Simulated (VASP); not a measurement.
# Rh (Fm-3m) in VASP: a series of runs, part 2 of 2

VASP 6.6.1. The steps go on from the part before.

**4. Single point, PBE**

Input file INCAR:

```
PREC = Accurate
ENCUT = 520
EDIFF = 1E-7
ISMEAR = 0
SIGMA = 0.2
LREAL = False
LASPH = True
NELM = 80
ALGO = Normal
ISIF = 2
LWAVE = False
LCHARG = False
GGA = PE
NBANDS = 14
```

Input file KPOINTS:

```
Automatic mesh
0
Gamma
  14 14 14
```

Input file POSCAR:

```
Rh
1.0
    0.0000000000      1.9160595532      1.9160595532
    1.9160595532      0.0000000000      1.9160595532
    1.9160595532      1.9160595532      0.0000000000
Rh
1
Direct
    0.0000000000      0.0000000000      0.0000000000
```

Potentials or basis: VASP PAW PBE potentials, release 64 (Rh_pv).

Launch:

```
cat potpaw_PBE.64/Rh_pv/POTCAR > POTCAR
mpirun -np 1 vasp_std > vasp.out
```

OUTCAR:

```text
PREC = Accurate
   ENCUT = 520
   EDIFF = 1E-7
   ISMEAR = 0
   LREAL = False
   LASPH = True
   NELM = 80
   ISIF = 2
   GGA = PE

 ion  position               nearest neighbor table
   1  0.000  0.000  0.000-

  LATTYP: Found a face centered cubic cell.
 ALAT       =     3.8321191064

  Lattice vectors:

 A1 = (   0.0000000000,   1.9160595532,   1.9160595532)
 A2 = (   1.9160595532,   0.0000000000,   1.9160595532)
 A3 = (   1.9160595532,   1.9160595532,   0.0000000000)

Analysis of symmetry for initial positions (statically):
=====================================================================
 Subroutine PRICEL returns:
 Original cell was already a primitive cell.

 Routine SETGRP: Setting up the symmetry group for a
 face centered cubic supercell.

 Subroutine GETGRP returns: Found 48 space group operations
 (whereof 48 operations were pure point group operations)
 out of a pool of 48 trial point group operations.

The static configuration has the point symmetry O_h .

Analysis of symmetry for dynamics (positions and initial velocities):
=====================================================================
 Subroutine PRICEL returns:
 Original cell was already a primitive cell.

 Routine SETGRP: Setting up the symmetry group for a
 face centered cubic supercell.

 Subroutine GETGRP returns: Found 48 space group operations
 (whereof 48 operations were pure point group operations)
 out of a pool of 48 trial point group operations.

The dynamic configuration has the point symmetry O_h .

 Subroutine INISYM returns: Found 48 space group operations
 (whereof 48 operations are pure point group operations),
 and found     1 'primitive' translations

----------------------------------------------------------------------------------------

                                     Primitive cell

  volume of cell :      14.0688
[... 107 lines left out ...]
     AMIX_MAG =   1.60;   BMIX_MAG =  1.00
  volume/ion in A,a.u.               =      14.07        94.94
  Fermi-wavevector in a.u.,A,eV,Ry     =   1.672449  3.160471 38.056666  2.797086
  Thomas-Fermi vector in A             =   2.757594
   LORBIT       =      0    0 simple, 1 ext, 2 COOP (PROOUT), +10 PAW based schemes
   GGA     = PE    functional components
   LHFCALC =     F    Hartree Fock is set to
   AEXX    =    0.0000 exact exchange contribution
   IVDW    =     0    specifies the selected vdW correction
   LEPSILON=     F    determine dielectric tensor
   LRPA    =     F    only Hartree local field effects (RPA)
 non-spin polarized calculation
 Gauss-broadening in eV      SIGMA  =   0.20
  energy-cutoff  :      520.00
  volume of cell :       14.07
 maximum number of plane-waves:       392
   NGX =  9   NGY =  9   NGZ =  9

 number of electron      15.0000003 magnetization

 Free energy of the ion-electron system (eV)
  ---------------------------------------------------
  ext. energy  EPLUGINS =         0.00000000
  ---------------------------------------------------
  free energy    TOTEN  =        -7.27135497 eV

  energy without entropy =       -7.24600176  energy(sigma->0) =       -7.25867836

 E-fermi :  11.4846     XC(G=0): -13.8820

 val. band max:       11.4544619182   @ k =  -0.2857   0.3571   0.0714
 cond. band min:      11.4865921638   @ k =   0.3571   0.0714   0.0000
 fundamental gap:      0.0321302457
 Fermi energy:        11.4846217915

 k-point     1 :       0.0000    0.0000    0.0000
  band No.  band energies     occupation
      1     -34.8424      2.00000
      2     -34.8424      2.00000
      3     -34.8424      2.00000
      4       3.6965      2.00000
      5       8.5237      2.00000
      6       8.5237      2.00000
      7       8.5237      2.00000
      8      10.5351      2.00000
      9      10.5351      2.00000
     10      27.4959      0.00000
     11      32.1083      0.00000
     12      32.8260      0.00000
     13      32.8260      0.00000
     14      32.8260      0.00000
[... 377 lines left out ...]
      1     -35.1813      2.00000
      2     -34.9367      2.00000
      3     -34.9293      2.00000
      4       5.9226      2.00000
      5       7.5468      2.00000
      6       8.8613      2.00000
      7       9.4003      2.00000
      8      10.6130      2.00000
      9      11.2353      1.92206
     10      27.2685      0.00000
     11      29.7660      0.00000
     12      31.8669      0.00000
     13      32.1057      0.00000
     14      33.1992      0.00000

 [... further k-points ...]
[... 5 lines left out ...]
  --------------------------------------------------------------------------------------
  -------------------------------------------------------------------------------------
  Total       -0.0140558     -0.0140558     -0.0140558      0.0000000     -0.0000000      0.0000000
  in kB       -1.6006931     -1.6006931     -1.6006931      0.0000000     -0.0000000      0.0000000
  external PRESSURE =      -1.6006931 kB  Pullay stress =       0.0000000 kB

 VOLUME and BASIS-vectors are now :
 -----------------------------------------------------------------------------
  energy-cutoff  :      520.00
  volume of cell :       14.07
      direct lattice vectors                 reciprocal lattice vectors
     0.000000000  1.916059553  1.916059553    -0.260952223  0.260952223  0.260952223
     1.916059553  0.000000000  1.916059553     0.260952223 -0.260952223  0.260952223
     1.916059553  1.916059553  0.000000000     0.260952223  0.260952223 -0.260952223

 POSITION                                       TOTAL-FORCE (eV/Angst)
 -----------------------------------------------------------------------------------
      0.00000      0.00000      0.00000        -0.000000      0.000000     -0.000000
 -----------------------------------------------------------------------------------
    total drift:                                0.000000     -0.000000     -0.000000

  FREE ENERGIE OF THE ION-ELECTRON SYSTEM (eV)
  ---------------------------------------------------
  free  energy   TOTEN  =        -7.2713549695 eV

  energy  without entropy=       -7.2460017567  energy(sigma->0) =       -7.25867836
```

OSZICAR:

```text
N       E                     dE             d eps       ncg     rms          rms(c)
DAV:   1     0.121696228436E+03    0.12170E+03   -0.87302E+03  2926   0.115E+03
DAV:   2    -0.619969292962E+01   -0.12790E+03   -0.12214E+03  3194   0.344E+02
DAV:   3    -0.776404722841E+01   -0.15644E+01   -0.15617E+01  3572   0.417E+01
DAV:   4    -0.776996144161E+01   -0.59142E-02   -0.59141E-02  3296   0.263E+00
DAV:   5    -0.777001375776E+01   -0.52316E-04   -0.52315E-04  3494   0.218E-01    0.958E+00
DAV:   6    -0.728829808887E+01    0.48172E+00   -0.83071E-01  3080   0.125E+01    0.329E+00
DAV:   7    -0.727457847644E+01    0.13720E-01   -0.15807E-02  3338   0.144E+00    0.161E+00
DAV:   8    -0.727147978365E+01    0.30987E-02   -0.33373E-03  3134   0.774E-01    0.170E-01
DAV:   9    -0.727135307533E+01    0.12671E-03   -0.12129E-04  3080   0.154E-01    0.121E-02
DAV:  10    -0.727135476032E+01   -0.16850E-05   -0.31928E-06  3374   0.214E-02    0.290E-03
DAV:  11    -0.727135498948E+01   -0.22916E-06   -0.28667E-07  3278   0.737E-03    0.757E-04
DAV:  12    -0.727135496955E+01    0.19932E-07   -0.87569E-09  1546   0.135E-03
   1 F= -.72713550E+01 E0= -.72586784E+01  d E =-.253532E-01
```

Wall time 29 s (1 thread of Intel Xeon 8259CL, shared host); peak memory 0.13 GiB.

What came out:

| Property | Result |
| --- | --- |
| Free energy | -7.2714 eV |
| Pressure | -0.2 GPa |

**5. Single point, PBE**

Input file INCAR:

```
  PREC = Accurate
  ENCUT = 520
  EDIFF = 1E-6
  ISMEAR = 0
  SIGMA = 0.3
  LREAL = False
  LASPH = True
  NELM = 100
  ALGO = Normal
  ISIF = 2
  LWAVE = False
  LCHARG = False
  GGA = PE
  NBANDS = 14
```

Input file KPOINTS:

```
regular mesh
0
Gamma
  14 14 14
```

POSCAR is that of step 4.

Launch:

```
cat potpaw_PBE.64/Rh_pv/POTCAR > POTCAR
mpirun -np 1 vasp_std > vasp.out
```

Run time: 26 s. Hardware: 1 thread of Intel Xeon 8259CL, shared host; peak memory 0.14 GiB.

It converged, with:

* Free energy: -7.2881 eV
* Pressure: 0.2 GPa

Levels at points of the mesh, in eV from the Fermi level:
```csv
k point,band 4,band 5,band 6,band 7,band 8,band 9,band 10,band 11
"(0.00, 0.00, 0.00)",-7.79,-2.96,-2.96,-2.96,-0.95,-0.95,16.01,20.62
"(0.50, 0.00, 0.00)",-5.92,-3.03,-3.03,0.56,0.56,0.76,8.42,15.51
"(0.50, 0.50, 0.00)",-6.10,-5.73,0.53,0.96,0.96,3.24,11.99,13.19
```

**6. The runs side by side**

```tsv
smearing	gap on the mesh (eV)	pressure (GPa)
gaussian 0.03 eV	none	-0.4
gaussian 0.1 eV	none	-0.3
gaussian 0.2 eV	none	-0.2
gaussian 0.3 eV	none	0.2
```

Alike in all rows: task single point; level PBE; potentials or basis VASP PAW PBE potentials, release 64 (Rh_pv); no spin polarisation; cell as given; k mesh 14 × 14 × 14; cutoff (eV) 520.

Every run on the cell as given and a fine mesh finds a metal.

Total energies depend on the potentials used, so only differences within one code and one set of settings carry meaning.
